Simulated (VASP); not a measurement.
# GaN (P6_3mc) in VASP: single point with PBE

Aim: the single point of GaN with PBE.

All numbers are computed with VASP 6.6.1; they aren't measurements. Logs are shortened: lines on timing, memory, paths and dates and some standing lists are left out, and cuts for length are marked.

**1. The cell of the first run**

The structure is hexagonal, space group P6_3mc (No. 186). Conventional cell: a = 3.165 Å, b = 3.165 Å, c = 5.149 Å, α = 90.00°, β = 90.00°, γ = 120.00°. Ga (site symmetry 3m) has 4 N at 1.93 to 1.94 Å within 2.6 Å. N (site symmetry 3m) has 4 Ga at 1.93 to 1.94 Å within 2.6 Å.

**2. Single point, PBE**

Input file INCAR:

```
SYSTEM = GaN
PREC = Accurate
ENCUT = 520
EDIFF = 1E-7
ISMEAR = -1
SIGMA = 0.1
LREAL = .FALSE.
LASPH = .TRUE.
NELM = 100
ALGO = Normal
ISIF = 2
LWAVE = .FALSE.
LCHARG = .FALSE.
GGA = PE
NBANDS = 26
```

Input file KPOINTS:

```
Automatic mesh
0
G
  9 9 5
  0 0 0
```

Input file POSCAR:

```
GaN
1.0
    1.5825540000      2.7410640000      0.0000000000
   -1.5825540000      2.7410640000      0.0000000000
    0.0000000000      0.0000000000      5.1485110000
Ga N
2 2
Direct
    0.6666700000      0.6666600000      0.0000000000
    0.3333400000      0.3333300000      0.5000000000
    0.6666700000      0.6666600000      0.3750000000
    0.3333400000      0.3333300000      0.8750000000
```

Potentials or basis: VASP PAW PBE potentials, release 64 (Ga_d, N).

Run with:

```
$ cat potpaw_PBE.64/Ga_d/POTCAR potpaw_PBE.64/N/POTCAR > POTCAR
$ mpirun -np 1 vasp_std > vasp.out
```

OUTCAR:

```text
SYSTEM = GaN
   PREC = Accurate
   ENCUT = 520
   EDIFF = 1E-7
   ISMEAR = -1
   LREAL = .FALSE.
   LASPH = .TRUE.
   NELM = 100
   ISIF = 2
   GGA = PE

 ion  position               nearest neighbor table
   1  0.667  0.667  0.000-   3 1.93   4 1.94   4 1.94   4 1.94
   2  0.333  0.333  0.500-   4 1.93   3 1.94   3 1.94   3 1.94
   3  0.667  0.667  0.375-   1 1.93   2 1.94   2 1.94   2 1.94
   4  0.333  0.333  0.875-   2 1.93   1 1.94   1 1.94   1 1.94

  LATTYP: Found a hexagonal cell.
 ALAT       =     3.1651080574
 C/A-ratio  =     1.6266462018

  Lattice vectors:

 A1 = (   1.5825540000,  -2.7410640000,   0.0000000000)
 A2 = (   1.5825540000,   2.7410640000,   0.0000000000)
 A3 = (   0.0000000000,   0.0000000000,   5.1485110000)

Analysis of symmetry for initial positions (statically):
=====================================================================
 Subroutine PRICEL returns:
 Original cell was already a primitive cell.

 Routine SETGRP: Setting up the symmetry group for a
 hexagonal supercell.

 Subroutine GETGRP returns: Found  4 space group operations
 (whereof  1 operations were pure point group operations)
 out of a pool of 24 trial point group operations.

The static configuration has the point symmetry C_1 .
 The point group associated with its full space group is C_2v.

Analysis of symmetry for dynamics (positions and initial velocities):
=====================================================================
 Subroutine PRICEL returns:
 Original cell was already a primitive cell.

 Routine SETGRP: Setting up the symmetry group for a
 hexagonal supercell.

 Subroutine GETGRP returns: Found  4 space group operations
 (whereof  1 operations were pure point group operations)
 out of a pool of 24 trial point group operations.

The dynamic configuration has the point symmetry C_1 .
 The point group associated with its full space group is C_2v.

 Subroutine INISYM returns: Found  4 space group operations
 (whereof  1 operations are pure point group operations),
 and found     1 'primitive' translations

----------------------------------------------------------------------------------------

                                     Primitive cell

  volume of cell :      44.6673

  direct lattice vectors                    reciprocal lattice vectors
     1.582554000  2.741064000  0.000000000     0.315944985  0.182410918  0.000000000
    -1.582554000  2.741064000  0.000000000    -0.315944985  0.182410918  0.000000000
     0.000000000  0.000000000  5.148511000     0.000000000  0.000000000  0.194230915

  length of vectors
     3.165108057  3.165108057  5.148511000     0.364821842  0.364821842  0.194230915

  position of ions in fractional coordinates (direct lattice)
     0.666670000  0.666660000  0.000000000
     0.333340000  0.333330000  0.500000000
     0.666670000  0.666660000  0.375000000
     0.333340000  0.333330000  0.875000000

  ion indices of the primitive-cell ions
   primitive index   ion index
                 1           1
                 2           2
                 3           3
                 4           4

----------------------------------------------------------------------------------------

 KPOINTS: Automatic mesh

Automatic generation of k-mesh.
 Grid dimensions read from file:
 generate k-points for:    9    9    5

 Generating k-lattice:

  Cartesian coordinates                     Fractional coordinates (reciprocal lattice)
     0.035104998  0.020267880  0.000000000     0.111111111 -0.000000000  0.000000000
    -0.035104998  0.020267880  0.000000000    -0.000000000  0.111111111  0.000000000
     0.000000000  0.000000000  0.038846183     0.000000000  0.000000000  0.200000000

  Length of vectors
     0.040535760  0.040535760  0.038846183

  Shift w.r.t. Gamma in fractional coordinates (k-lattice)
     0.000000000  0.000000000  0.000000000

 Subroutine IBZKPT returns following result:
 ===========================================

 Found     75 irreducible k-points:

 Following reciprocal coordinates:
            Coordinates               Weight
  0.000000  0.000000  0.000000      1.000000
  0.111111 -0.000000  0.000000      4.000000
  0.111111  0.111111  0.000000      2.000000
  0.222222  0.000000  0.000000      4.000000
  0.222222  0.222222  0.000000      2.000000
  0.333333 -0.000000  0.000000      4.000000
[... 16 lines left out ...]
  0.333333 -0.444444  0.000000      4.000000
 -0.222222  0.333333  0.000000      4.000000
 [... further k-points ...]
   k-points           NKPTS =     75   k-points in BZ     NKDIM =     75   number of bands    NBANDS=     26
   number of dos      NEDOS =    301   number of ions     NIONS =      4
   total plane-waves  NPLWV =  23040
   dimension x,y,z NGX =    24 NGY =   24 NGZ =   40
   dimension x,y,z NGXF=    48 NGYF=   48 NGZF=   80
   ions per type =               2   2
   NGX,Y,Z   is equivalent  to a cutoff of  12.61, 12.61, 12.92 a.u.
   NGXF,Y,Z  is equivalent  to a cutoff of  25.21, 25.21, 25.83 a.u.
 SYSTEM =  GaN
   PREC   = accura    normal or accurate (medium, high low for compatibility)
   ISTART =      0    job   : 0-new  1-cont  2-samecut
   ICHARG =      2    charge: 1-file 2-atom 10-const
   ISPIN  =      1    spin polarized calculation?
   LNONCOLLINEAR =      F non collinear calculations
   LSORBIT =      F    spin-orbit coupling
   LASPH  =      T    aspherical Exc in radial PAW
   ENCUT  =  520.0 eV  38.22 Ry    6.18 a.u.   5.89  5.89  9.57*2*pi/ulx,y,z
   NELM   =    100;   NELMIN=  2; NELMDL= -5     # of ELM steps
   EDIFF  = 0.1E-06   stopping-criterion for ELM
   LREAL  =      F    real-space projection
   EDIFFG = 0.1E-05   stopping-criterion for IOM
   NSW    =      0    number of steps for IOM
   IBRION =     -1    ionic relax: 0-MD 1-quasi-New 2-CG
   NFREE  =      0    steps in history (QN), initial steepest desc. (CG)
   ISIF   =      2    stress and relaxation
   ISYM   =      2    0-nonsym 1-usesym 2-fastsym
   POTIM  = 0.5000    time-step for ionic-motion
   TEBEG  =    0.0;   TEEND  =   0.0 temperature during run
   PSTRESS=    0.0 pullay stress
   NELECT =      36.0000    total number of electrons
   NUPDOWN=      -1.0000    fix difference up-down
   EMIN   =  10.00;   EMAX   =-10.00  energy-range for DOS
   EFERMI =   0.00;   METHOD = LEGACY
   ISMEAR =    -1;   SIGMA  =   0.10  broadening in eV -4-tet -1-fermi 0-gaus
   EFERMI_NEDOS =   21; number of points for ismear=-14 and -15
   IALGO  =     38    algorithm
   IMIX   =      4    mixing-type and parameters
     AMIX     =   0.40;   BMIX     =  1.00
     AMIX_MAG =   1.60;   BMIX_MAG =  1.00
  volume/ion in A,a.u.               =      11.17        75.36
  Fermi-wavevector in a.u.,A,eV,Ry     =   1.523512  2.879020 31.580331  2.321089
  Thomas-Fermi vector in A             =   2.631945
   LORBIT       =      0    0 simple, 1 ext, 2 COOP (PROOUT), +10 PAW based schemes
   GGA     = PE    functional components
   LHFCALC =     F    Hartree Fock is set to
   AEXX    =    0.0000 exact exchange contribution
   IVDW    =     0    specifies the selected vdW correction
   LEPSILON=     F    determine dielectric tensor
   LRPA    =     F    only Hartree local field effects (RPA)
 non-spin polarized calculation
  energy-cutoff  :      520.00
  volume of cell :       44.67
 maximum number of plane-waves:      1212
   NGX = 11   NGY = 11   NGZ = 19

 number of electron      36.0000022 magnetization

 Free energy of the ion-electron system (eV)
  ---------------------------------------------------
  ext. energy  EPLUGINS =         0.00000000
  ---------------------------------------------------
  free energy    TOTEN  =       -24.25408883 eV

  energy without entropy =      -24.25408764  energy(sigma->0) =      -24.25408823

 E-fermi :   6.7101     XC(G=0): -11.7912

 val. band max:        5.5751056260   @ k =   0.0000   0.0000   0.0000
 cond. band min:       7.6307139371   @ k =   0.0000   0.0000   0.0000
 fundamental gap:      2.0556083111
 Fermi energy:         6.7100623969

 k-point     1 :       0.0000    0.0000    0.0000
  band No.  band energies     occupation
      1     -10.6080      2.00000
      2      -9.6067      2.00000
      3      -7.8939      2.00000
      4      -7.8721      2.00000
      5      -7.8721      2.00000
      6      -7.8051      2.00000
[... 18 lines left out ...]
     25      17.4468      0.00000
     26      17.4470      0.00000

 k-point     2 :       0.1111   -0.0000    0.0000
  band No.  band energies     occupation
      1     -10.4832      2.00000
      2      -9.5743      2.00000
      3      -7.8782      2.00000
      4      -7.8540      2.00000
      5      -7.8370      2.00000
      6      -7.7902      2.00000
[... 18 lines left out ...]
     25      17.0026      0.00000
     26      17.7098      0.00000

 k-point     3 :       0.1111    0.1111    0.0000
  band No.  band energies     occupation
      1     -10.4832      2.00000
      2      -9.5743      2.00000
      3      -7.8782      2.00000
      4      -7.8540      2.00000
      5      -7.8370      2.00000
      6      -7.7902      2.00000
[... 18 lines left out ...]
     25      17.0027      0.00000
     26      17.7097      0.00000

 k-point     4 :       0.2222    0.0000    0.0000
  band No.  band energies     occupation
      1     -10.1684      2.00000
      2      -9.5054      2.00000
      3      -7.8403      2.00000
      4      -7.8179      2.00000
      5      -7.7619      2.00000
      6      -7.7156      2.00000
[... 18 lines left out ...]
     25      17.2024      0.00000
     26      18.2645      0.00000

 k-point     5 :       0.2222    0.2222    0.0000
  band No.  band energies     occupation
      1     -10.1684      2.00000
      2      -9.5054      2.00000
      3      -7.8403      2.00000
      4      -7.8179      2.00000
      5      -7.7619      2.00000
      6      -7.7156      2.00000
[... 18 lines left out ...]
     25      17.2024      0.00000
     26      18.2649      0.00000

 k-point     6 :       0.3333   -0.0000    0.0000
  band No.  band energies     occupation
      1      -9.8354      2.00000
      2      -9.4504      2.00000
      3      -7.8194      2.00000
      4      -7.7979      2.00000
      5      -7.7165      2.00000
      6      -7.6459      2.00000
[... 427 lines left out ...]
 k-point    21 :      -0.2222    0.2222    0.0000
  band No.  band energies     occupation
      1      -9.7010      2.00000
      2      -9.4377      2.00000
      3      -7.8442      2.00000
      4      -7.7498      2.00000
      5      -7.6851      2.00000
      6      -7.6567      2.00000
[... 18 lines left out ...]
     25      16.4322      0.00000
     26      19.6603      0.00000

 k-point    22 :      -0.4444    0.2222    0.0000
  band No.  band energies     occupation
      1      -9.5578      2.00000
      2      -9.4371      2.00000
      3      -7.8634      2.00000
      4      -7.7228      2.00000
      5      -7.6469      2.00000
      6      -7.6429      2.00000
[... 18 lines left out ...]
     25      17.6075      0.00000
     26      19.0243      0.00000

 k-point    23 :       0.3333   -0.4444    0.0000
  band No.  band energies     occupation
      1      -9.5578      2.00000
      2      -9.4371      2.00000
      3      -7.8634      2.00000
      4      -7.7228      2.00000
      5      -7.6469      2.00000
      6      -7.6429      2.00000
[... 18 lines left out ...]
     25      17.6074      0.00000
     26      19.0275      0.00000

 k-point    24 :      -0.2222    0.3333    0.0000
  band No.  band energies     occupation
      1      -9.5578      2.00000
      2      -9.4371      2.00000
      3      -7.8634      2.00000
      4      -7.7228      2.00000
      5      -7.6469      2.00000
      6      -7.6429      2.00000
[... 18 lines left out ...]
     25      17.6074      0.00000
     26      19.0250      0.00000

 [... further k-points ...]
[... 5 lines left out ...]
  --------------------------------------------------------------------------------------
  -------------------------------------------------------------------------------------
  Total        2.6116691      2.6124767      3.0978265      0.0000000      0.0000000      0.0000000
  in kB       93.6783816     93.7073500    111.1164383      0.0000000      0.0000000      0.0000000
  external PRESSURE =      99.5007233 kB  Pullay stress =       0.0000000 kB

 VOLUME and BASIS-vectors are now :
 -----------------------------------------------------------------------------
  energy-cutoff  :      520.00
  volume of cell :       44.67
      direct lattice vectors                 reciprocal lattice vectors
     1.582554000  2.741064000  0.000000000     0.315944985  0.182410918  0.000000000
    -1.582554000  2.741064000  0.000000000    -0.315944985  0.182410918  0.000000000
     0.000000000  0.000000000  5.148511000     0.000000000  0.000000000  0.194230915

 POSITION                                       TOTAL-FORCE (eV/Angst)
 -----------------------------------------------------------------------------------
      0.00002      3.65474      0.00000         0.000000      0.000224     -0.121774
      0.00002      1.82739      2.57426         0.000000     -0.000224     -0.121774
      0.00002      3.65474      1.93069         0.000000      0.000227      0.121774
      0.00002      1.82739      4.50495         0.000000     -0.000227      0.121774
 -----------------------------------------------------------------------------------
    total drift:                                0.000000      0.000001      0.000254

  FREE ENERGIE OF THE ION-ELECTRON SYSTEM (eV)
  ---------------------------------------------------
  free  energy   TOTEN  =       -24.2540888272 eV

  energy  without entropy=      -24.2540876403  energy(sigma->0) =      -24.25408823
```

Wall time 38 s (1 thread of Intel Xeon Platinum 8488C (Sapphire Rapids), shared host); peak memory 0.2 GiB.

Results:

| Quantity | Value |
| --- | --- |
| Free energy | -24.2541 eV |
| Pressure | 10.0 GPa |
| Largest force | 0.122 eV/Å |
| Band gap on the k mesh | 2.06 eV, direct |

Forces in eV/Å, atoms in the order of the input:
```
Ga   0.000  0.000 -0.122
Ga   0.000  0.000 -0.122
N    0.000  0.000  0.122
N    0.000  0.000  0.122
```

Stress tensor (GPa, compression positive):
```
 9.37  0.00  0.00
 0.00  9.37  0.00
 0.00  0.00 11.11
```

Levels at points of the mesh, in eV from the valence-band top:
| k point | band 15 | band 16 | band 17 | band 18 | band 19 | band 20 | band 21 | band 22 |
| --- | --- | --- | --- | --- | --- | --- | --- | --- |
| (0.00, 0.00, 0.00) | -1.07 | -0.07 | 0.00 | 0.00 | 2.06 | 4.40 | 9.32 | 10.01 |
